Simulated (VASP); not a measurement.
Crystal: InSb.

```
In Sb
1.0
     3.06331   -3.08137    0.00000
     3.06331    3.08137    0.00000
     0.00000    0.00000    6.12689
In Sb
2 2
Direct
  0.27941 0.72059 0.25000
  0.72059 0.27941 0.75000
  0.77721 0.22279 0.25000
  0.22279 0.77721 0.75000
```

Base run:

* Program: VASP 6.6.1
* Functional: PBE
* Potentials or basis: VASP PAW PBE potentials, release 64 (In_d, Sb)
* Cutoff: 520 eV
* k mesh: 10 × 10 × 8
* Occupations: gaussian, width 0.1 eV
* Spin: no spin polarisation

Its results: band gap on the k mesh zero (bands 18 and 19 overlap by 2.65 eV); pressure 0.1 GPa; largest force 0.009 eV/Å.

Task: After a change of settings the same cell gave: band gap on the k mesh zero (bands 18 and 19 overlap by 2.67 eV); pressure -2.6 GPa; largest force 0.018 eV/Å. Which change was it?
A. functional from PBE to PBEsol
B. k mesh from 10 × 10 × 8 to 4 × 4 × 4; further incar settings from ALGO = Normal; EDIFF = 1e-06; NBANDS = 26 to ALGO = Normal; EDIFF = 1e-07; NBANDS = 26
C. occupations from gaussian, width 0.1 eV to methfessel-paxton, width 0.1 eV
D. occupations from gaussian, width 0.1 eV to methfessel-paxton, width 0.2 eV; further incar settings from ALGO = Normal; EDIFF = 1e-06; NBANDS = 26 to ALGO = Normal; EDIFF = 1e-07; NBANDS = 26

Result: A.

PBEsol binds more tightly than PBE, so the same cell stands under less pressure.

Caveats: spin-orbit coupling is left out, which moves the levels of the heavy elements; the PAW data sets were made with another functional, which shifts forces and pressure a little (at least some runs).
